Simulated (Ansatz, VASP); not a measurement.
CdS in VASP and in Ansatz

Contents of INCAR:

```
ALGO     = Normal         # electronic algorithm
EDIFF    = 1E-6           # SCF threshold, eV
ENCUT    = 520            # plane-wave cutoff, eV
ISIF     = 2              # what is computed and relaxed
ISMEAR   = 0              # smearing method
LASPH    = True           # aspherical terms in the spheres
LCHARG   = True           # write CHGCAR
LELF     = True           # ELF
LREAL    = False          # projectors in reciprocal space
LVHAR    = True         
LWAVE    = False          # write WAVECAR
NBANDS   = 16             # bands
NELM     = 100            # most SCF steps
PREC     = Accurate       # precision mode
SIGMA    = 0.01           # smearing width, eV
```

Contents of KPOINTS:

```
k-points
0
Gamma
  6 6 4
```

Contents of POSCAR:

```
CdS
1.0
    4.2611695900      0.0000000000      0.0000000000
   -2.1305847900      3.6902811100      0.0000000000
    0.0000000000      0.0000000000      5.8041729400
Cd S
1 1
Direct
    0.0000000000      0.0000000000      0.4426919195
    0.6666666703      0.3333333297      0.4343080808
```

Input for Ansatz:

```yaml
crystal:
  lattice:
    - [4.26116959, 0.0, 0.0]
    - [-2.13058479, 3.69028111, 0.0]
    - [0.0, 0.0, 5.80417294]
  atoms:
    - { symbol: Cd, position: [0.0, 0.0, 0.4426919195140316] }
    - { symbol: S, position: [0.6666666703359245, 0.3333333297202391, 0.43430808076507793] }
basis:
  ecutwfc: 600.0
kpoints:
  mp_grid:
    grid: [6, 6, 4]
hamiltonian:
  xc: lda
scf:
  occupations:
    method: fixed
output:
  eigenvalues: true
```

Alike in both runs: task single point; functional LDA; k mesh 6 × 6 × 4; no spin polarisation.

|  | VASP | Ansatz |
| --- | --- | --- |
| version | VASP 6.6.1 | Ansatz 0.2.0 |
| potentials or method | VASP PAW LDA potentials, release 64 (Cd, S), cutoff 520 eV | plane waves, PAW |
| occupations | gaussian, width 0.01 eV | fixed |
| valence electrons in the cell | 18 | 26 |

|  | VASP | Ansatz | Ansatz less VASP |
| --- | --- | --- | --- |
| gap on the k mesh at the Fermi level (eV) | 1.27 | 1.24 | -0.030 |

LDA's correlation is that of Perdew and Zunger in VASP and of Perdew and Wang (1992) in Ansatz. VASP's potentials hold 18 valence electrons a cell and Ansatz's 26, so a difference there can come from the potentials and not from the codes.
